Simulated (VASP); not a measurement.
# Zn2C (Fm-3m) in VASP: notebook

Aim: see how the results for Zn2C move with the level of theory and the settings. Levels: HSE06, PBE-based screened hybrid with 10 % exact exchange, PBE-based global hybrid with 5 % exact exchange. Tasks: single point.

Program: VASP 6.6.1. These are calculated values, not measurements. Logs are shortened: lines on timing, memory, paths and dates and some standing lists are left out, and cuts for length are marked.

## 1. The cell of the first run

Symmetry: Fm-3m, No. 225, cubic system. The conventional cell has a = 5.156 Å, b = 5.156 Å, c = 5.156 Å, α = 90.00°, β = 90.00°, γ = 90.00°. Within 3.0 Å of C (site symmetry m-3m) lie 8 Zn at 2.23 Å. Within 3.0 Å of Zn (site symmetry -43m) lie 4 C at 2.23 Å and 6 Zn at 2.58 Å.

## 2. Single point, HSE06

POSCAR reads:

```
Zn2C
1.0
    0.0000000000      2.5779490272      2.5779490272
    2.5779490272      0.0000000000      2.5779490272
    2.5779490272      2.5779490272      0.0000000000
C Zn
1 2
Direct
    0.0000000000      0.0000000000      0.0000000000
    0.2500000000      0.2500000000      0.2500000000
    0.7500000000      0.7500000000      0.7500000000
```

INCAR.step1 reads:

```
PREC = Accurate
ENCUT = 520
EDIFF = 1E-5
ISMEAR = -1
SIGMA = 0.02
LREAL = False
LASPH = True
NELM = 80
ALGO = Normal
ISIF = 2
LWAVE = True
LCHARG = False
GGA = PE
NBANDS = 21
```

INCAR.step2 reads:

```
PREC = Accurate
ENCUT = 520
EDIFF = 1E-6
ISMEAR = -1
SIGMA = 0.02
LREAL = False
LASPH = True
NELM = 80
ALGO = Normal
ISIF = 2
LWAVE = False
LCHARG = False
GGA = PE
LHFCALC = True
HFSCREEN = 0.2079
PRECFOCK = Normal
ISTART = 1
NBANDS = 21
```

KPOINTS reads:

```
regular mesh
0
Gamma
  4 4 4
```

Potentials or basis: VASP PAW PBE potentials, release 64 (C, Zn).

Started as:

```sh
cat potpaw_PBE.64/C/POTCAR potpaw_PBE.64/Zn/POTCAR > POTCAR
cp INCAR.step1 INCAR
mpirun -np 1 vasp_std > vasp.out
cp INCAR.step2 INCAR
mpirun -np 1 vasp_std > vasp.out
```

OUTCAR:

```text
PREC = Accurate
   ENCUT = 520
   EDIFF = 1E-6
   ISMEAR = -1
   LREAL = False
   LASPH = True
   NELM = 80
   ISIF = 2
   GGA = PE
   LHFCALC = True
   HFSCREEN = 0.2079
   PRECFOCK = Normal
   ISTART = 1

 ion  position               nearest neighbor table
   1  0.000  0.000  0.000-   3 2.23   3 2.23   3 2.23   2 2.23   3 2.23   2 2.23   2 2.23   2 2.23

   2  0.250  0.250  0.250-   1 2.23   1 2.23   1 2.23   1 2.23   3 2.58   3 2.58   3 2.58   3 2.58
                             3 2.58   3 2.58
   3  0.750  0.750  0.750-   1 2.23   1 2.23   1 2.23   1 2.23   2 2.58   2 2.58   2 2.58   2 2.58
                             2 2.58   2 2.58

  LATTYP: Found a face centered cubic cell.
 ALAT       =     5.1558980544

  Lattice vectors:

 A1 = (   0.0000000000,   2.5779490272,   2.5779490272)
 A2 = (   2.5779490272,   0.0000000000,   2.5779490272)
 A3 = (   2.5779490272,   2.5779490272,   0.0000000000)

Analysis of symmetry for initial positions (statically):
=====================================================================
 Subroutine PRICEL returns:
 Original cell was already a primitive cell.

 Routine SETGRP: Setting up the symmetry group for a
 face centered cubic supercell.

 Subroutine GETGRP returns: Found 48 space group operations
 (whereof 48 operations were pure point group operations)
 out of a pool of 48 trial point group operations.

The static configuration has the point symmetry O_h .

Analysis of symmetry for dynamics (positions and initial velocities):
=====================================================================
 Subroutine PRICEL returns:
 Original cell was already a primitive cell.

 Routine SETGRP: Setting up the symmetry group for a
 face centered cubic supercell.

 Subroutine GETGRP returns: Found 48 space group operations
 (whereof 48 operations were pure point group operations)
 out of a pool of 48 trial point group operations.

The dynamic configuration has the point symmetry O_h .

 Subroutine INISYM returns: Found 48 space group operations
 (whereof 48 operations are pure point group operations),
 and found     1 'primitive' translations

----------------------------------------------------------------------------------------

                                     Primitive cell

[... 76 lines left out ...]
   LREAL  =      F    real-space projection
   EDIFFG = 0.1E-04   stopping-criterion for IOM
   NSW    =      0    number of steps for IOM
   IBRION =     -1    ionic relax: 0-MD 1-quasi-New 2-CG
   NFREE  =      0    steps in history (QN), initial steepest desc. (CG)
   ISIF   =      2    stress and relaxation
   ISYM   =      3    0-nonsym 1-usesym 2-fastsym
   POTIM  = 0.5000    time-step for ionic-motion
   TEBEG  =    0.0;   TEEND  =   0.0 temperature during run
   PSTRESS=    0.0 pullay stress
   NELECT =      28.0000    total number of electrons
   NUPDOWN=      -1.0000    fix difference up-down
   EMIN   =  10.00;   EMAX   =-10.00  energy-range for DOS
   EFERMI =   0.00;   METHOD = LEGACY
   ISMEAR =    -1;   SIGMA  =   0.02  broadening in eV -4-tet -1-fermi 0-gaus
   EFERMI_NEDOS =   21; number of points for ismear=-14 and -15
   IALGO  =     38    algorithm
   IMIX   =      1    mixing-type and parameters
     AMIX     =   0.40;   BMIX     =  1.00
     AMIX_MAG =   1.60;   BMIX_MAG =  1.00
  volume/ion in A,a.u.               =      11.42        77.08
  Fermi-wavevector in a.u.,A,eV,Ry     =   1.530535  2.892291 31.872144  2.342537
  Thomas-Fermi vector in A             =   2.638004
   LORBIT       =      0    0 simple, 1 ext, 2 COOP (PROOUT), +10 PAW based schemes
   GGA     = PE    functional components
   LHFCALC =     T    Hartree Fock is set to
   PRECFOCK=normal    Normal, Fast or Accurate (Low or Medium for compatibility)
   ENCUT4O =  -1.0   cutoff for four orbital integrals eV
   NKREDX  =     1    reduce k-point grid by
   NKREDY  =     1    reduce k-point grid by
   NKREDZ  =     1    reduce k-point grid by
   AEXX    =    0.2500 exact exchange contribution
   HFSCREEN=    0.2079 screening length (either q_TF or 0.3 A-1)
   HFSCREENC=   0.2079 screening length for correlation (either q_TF or 0.3 A-1)
   ENCUTFOCK=  -1.0 apply spherical cutoff to Coloumb kernel
   IVDW    =     0    specifies the selected vdW correction
   LEPSILON=     F    determine dielectric tensor
   LRPA    =     F    only Hartree local field effects (RPA)
 non-spin polarized calculation
  energy-cutoff  :      520.00
  volume of cell :       34.27
 maximum number of plane-waves:       941
  NGX = 24; NGY = 24; NGZ = 24

 number of electron      27.9999984 magnetization

 Free energy of the ion-electron system (eV)
  ---------------------------------------------------
  ext. energy  EPLUGINS =         0.00000000
  ---------------------------------------------------
  free energy    TOTEN  =       -10.86489520 eV

  energy without entropy =      -10.86489520  energy(sigma->0) =      -10.86489520

 E-fermi :   4.7031     XC(G=0):  -9.8459

 val. band max:        4.2723272505   @ k =   0.0000   0.0000   0.0000
 cond. band min:       5.0920394859   @ k =   0.0000   0.0000   0.0000
 fundamental gap:      0.8197122353
 Fermi energy:         4.7031376567

 k-point     1 :       0.0000    0.0000    0.0000
  band No.  band energies     occupation
      1     -11.2095      2.00000
      2      -6.2782      2.00000
      3      -6.2782      2.00000
      4      -6.2782      2.00000
      5      -6.1400      2.00000
      6      -6.1400      2.00000
[... 181 lines left out ...]
     20      16.2470      0.00000
     21      22.1967      0.00000

------------------------ aborting loop because EDIFF is reached ----------------------------------------

  FORCE on cell =-STRESS in cart. coord.  units (eV):
  Direction    XX          YY          ZZ          XY          YZ          ZX
  --------------------------------------------------------------------------------------
  -------------------------------------------------------------------------------------
  Total        0.3349564      0.3349564      0.3349564      0.0000000      0.0000000      0.0000000
  in kB       15.6619524     15.6619524     15.6619524      0.0000000      0.0000000      0.0000000
  external PRESSURE =      15.6619524 kB  Pullay stress =       0.0000000 kB

 VOLUME and BASIS-vectors are now :
 -----------------------------------------------------------------------------
  energy-cutoff  :      520.00
  volume of cell :       34.27
      direct lattice vectors                 reciprocal lattice vectors
     0.000000000  2.577949027  2.577949027    -0.193952632  0.193952632  0.193952632
     2.577949027  0.000000000  2.577949027     0.193952632 -0.193952632  0.193952632
     2.577949027  2.577949027  0.000000000     0.193952632  0.193952632 -0.193952632

 POSITION                                       TOTAL-FORCE (eV/Angst)
 -----------------------------------------------------------------------------------
      0.00000      0.00000      0.00000         0.000000      0.000000     -0.000000
      1.28897      1.28897      1.28897        -0.000000     -0.000000      0.000000
      3.86692      3.86692      3.86692         0.000000      0.000000     -0.000000
 -----------------------------------------------------------------------------------
    total drift:                                0.000001     -0.000002     -0.000001

  FREE ENERGIE OF THE ION-ELECTRON SYSTEM (eV)
  ---------------------------------------------------
  free  energy   TOTEN  =       -10.8648951972 eV

  energy  without entropy=      -10.8648951971  energy(sigma->0) =      -10.86489520
```

Wall time 12 min (1 thread of Intel Xeon Platinum 8375C at 2.90GHz (Ice Lake), shared host); peak memory 0.27 GiB.

What came out:

```yaml
Free_energy: -10.8649 eV
Pressure: 1.6 GPa
Band_gap_on_the_k_mesh: 0.82 eV
```

Caveat: the k points lie up to 0.53 Å⁻¹ apart; the PAW data sets were made with another functional, which shifts forces and pressure a little.

## 3. Single point, PBE-based screened hybrid with 10 % exact exchange

POSCAR is that of step 2.

Changes to INCAR.step1 since step 2:

```diff
@@ -7,3 +7,3 @@
 LASPH = True
-NELM = 80
+NELM = 100
 ALGO = Normal
@@ -12,3 +12,3 @@
 LCHARG = False
+NBANDS = 21
 GGA = PE
-NBANDS = 21
```

INCAR.step2 reads:

```
PREC = Accurate
ENCUT = 520
EDIFF = 1E-7
ISMEAR = -1
SIGMA = 0.02
LREAL = False
LASPH = True
NELM = 100
ALGO = Normal
ISIF = 2
LWAVE = False
LCHARG = False
GGA = PE
LHFCALC = True
AEXX = 0.1
HFSCREEN = 0.5
PRECFOCK = Normal
NBANDS = 21
ISTART = 1
```

KPOINTS is that of step 2.

Potentials or basis: VASP PAW PBE potentials, release 64 (C, Zn).

Started as:

```sh
cat potpaw_PBE.64/C/POTCAR potpaw_PBE.64/Zn/POTCAR > POTCAR
cp INCAR.step1 INCAR
mpirun -np 1 vasp_std > vasp.out
cp INCAR.step2 INCAR
mpirun -np 1 vasp_std > vasp.out
```

Wall time 18 min (1 thread of Intel Xeon Platinum 8375C at 2.90GHz (Ice Lake), shared host); peak memory 0.26 GiB.

Results (log left out):

- Free energy: -9.4396 eV
- Pressure: 3.7 GPa
- Band gap on the k mesh: 0.07 eV

Levels at points of the mesh, in eV from the valence-band top:
```csv
k point,band 12,band 13,band 14,band 15,band 16,band 17
"(0.00, 0.00, 0.00)",0.00,0.00,0.00,0.07,4.33,4.33
"(0.50, 0.00, 0.00)",-7.65,-1.20,-1.20,1.03,5.27,5.27
"(0.50, 0.50, 0.00)",-5.66,-3.86,-3.86,0.96,1.72,7.86
```

Caveat: the k points lie up to 0.53 Å⁻¹ apart; the PAW data sets were made with another functional, which shifts forces and pressure a little.

## 4. Single point, PBE-based global hybrid with 5 % exact exchange

POSCAR is that of step 3.

INCAR.step1 is that of step 3.

Changes to INCAR.step2 since step 3:

```diff
@@ -2,3 +2,3 @@
 ENCUT = 520
-EDIFF = 1E-7
+EDIFF = 1E-6
 ISMEAR = -1
@@ -14,4 +14,3 @@
 LHFCALC = True
-AEXX = 0.1
-HFSCREEN = 0.5
+AEXX = 0.05
 PRECFOCK = Normal
```

KPOINTS is that of step 3.

Started as:

```sh
cat potpaw_PBE.64/C/POTCAR potpaw_PBE.64/Zn/POTCAR > POTCAR
cp INCAR.step1 INCAR
mpirun -np 1 vasp_std > vasp.out
cp INCAR.step2 INCAR
mpirun -np 1 vasp_std > vasp.out
```

Wall time 12 min (1 thread of Intel Xeon Platinum 8375C at 2.90GHz (Ice Lake), shared host); peak memory 0.17 GiB.

It converged, with:

```yaml
Free_energy: -9.5162 eV
Pressure: 3.2 GPa
Band_gap_on_the_k_mesh: 0.22 eV
```

Levels at points of the mesh, in eV from the valence-band top:
```csv
k point,band 12,band 13,band 14,band 15,band 16,band 17
"(0.00, 0.00, 0.00)",0.00,0.00,0.00,0.22,4.46,4.46
"(0.50, 0.00, 0.00)",-7.46,-1.19,-1.19,1.16,5.41,5.41
"(0.50, 0.50, 0.00)",-5.58,-3.87,-3.87,1.14,1.85,7.95
```

Caveat: the k points lie up to 0.53 Å⁻¹ apart; the PAW data sets were made with another functional, which shifts forces and pressure a little.

## 5. Single point, HSE06

POSCAR is that of step 4.

INCAR.step1 reads:

```
SYSTEM = Zn2C
PREC     = Accurate       ! precision mode
ENCUT    = 520            ! plane-wave cutoff, eV
EDIFF    = 1E-5           ! SCF threshold, eV
ISMEAR   = -1             ! smearing method
SIGMA    = 0.02           ! smearing width, eV
LREAL    = .FALSE.        ! projectors in reciprocal space
LASPH    = .TRUE.         ! aspherical terms in the spheres
NELM     = 60             ! most SCF steps
ALGO     = Normal         ! electronic algorithm
ISIF     = 2              ! what is computed and relaxed
LWAVE    = .TRUE.         ! write WAVECAR
LCHARG   = .FALSE.        ! write CHGCAR
GGA      = PE             ! functional
NBANDS   = 21             ! bands
```

INCAR.step2 reads:

```
SYSTEM = Zn2C
PREC     = Accurate       ! precision mode
ENCUT    = 520            ! plane-wave cutoff, eV
EDIFF    = 1E-6           ! SCF threshold, eV
ISMEAR   = -1             ! smearing method
SIGMA    = 0.02           ! smearing width, eV
LREAL    = .FALSE.        ! projectors in reciprocal space
LASPH    = .TRUE.         ! aspherical terms in the spheres
NELM     = 60             ! most SCF steps
ALGO     = Normal         ! electronic algorithm
ISIF     = 2              ! what is computed and relaxed
LWAVE    = .FALSE.        ! write WAVECAR
LCHARG   = .FALSE.        ! write CHGCAR
GGA      = PE             ! functional
LHFCALC  = .TRUE.         ! exact exchange
HFSCREEN = 0.2079         ! screening, 1/A
PRECFOCK = Normal       
ISTART   = 1            
NBANDS   = 21             ! bands
```

KPOINTS reads:

```
regular mesh
0
G
  4 4 4
  0 0 0
```

Started as:

```sh
cat potpaw_PBE.64/C/POTCAR potpaw_PBE.64/Zn/POTCAR > POTCAR
cp INCAR.step1 INCAR
mpirun -np 1 vasp_std > vasp.out
cp INCAR.step2 INCAR
mpirun -np 1 vasp_std > vasp.out
```

It took 13 min on 1 thread of Intel Xeon Platinum 8375C at 2.90GHz (Ice Lake), shared host; peak memory 0.26 GiB.

Results (log left out):

```
Free energy            : -10.8649 eV
Pressure               : 1.6 GPa
Band gap on the k mesh : 0.82 eV
```

Levels at points of the mesh, in eV from the valence-band top:
```tsv
k point	band 11	band 12	band 13	band 14	band 15	band 16	band 17	band 18
(0.00, 0.00, 0.00)	-8.67	0.00	0.00	0.00	0.82	5.13	5.13	5.13
(0.50, 0.00, 0.00)	-8.75	-8.36	-1.30	-1.30	1.86	6.04	6.04	7.08
(0.50, 0.50, 0.00)	-8.70	-6.27	-4.10	-4.10	1.49	2.54	9.17	10.62
```

Caveat: the k points lie up to 0.53 Å⁻¹ apart; the PAW data sets were made with another functional, which shifts forces and pressure a little.

## 6. Summary

| level | share of exact exchange | screening parameter | gap on the mesh (eV) | pressure (GPa) |
| --- | --- | --- | --- | --- |
| HSE06 | 0.25 | 0.2079 1/Å | 0.82 | 1.6 |
| PBE-based screened hybrid with 10 % exact exchange | 0.1 | 0.5 1/Å | 0.07 | 3.7 |
| PBE-based global hybrid with 5 % exact exchange | 0.05 | - | 0.22 | 3.2 |

Alike in all rows: task single point; potentials or basis VASP PAW PBE potentials, release 64 (C, Zn); no spin polarisation; cell as given; k mesh 4 × 4 × 4; cutoff (eV) 520; smearing fermi-dirac 0.02 eV.

Caveats: all runs use coarse meshes; the PAW data sets were made with another functional, which shifts forces and pressure a little.

Absolute energies hang on the potentials; compare differences alone.
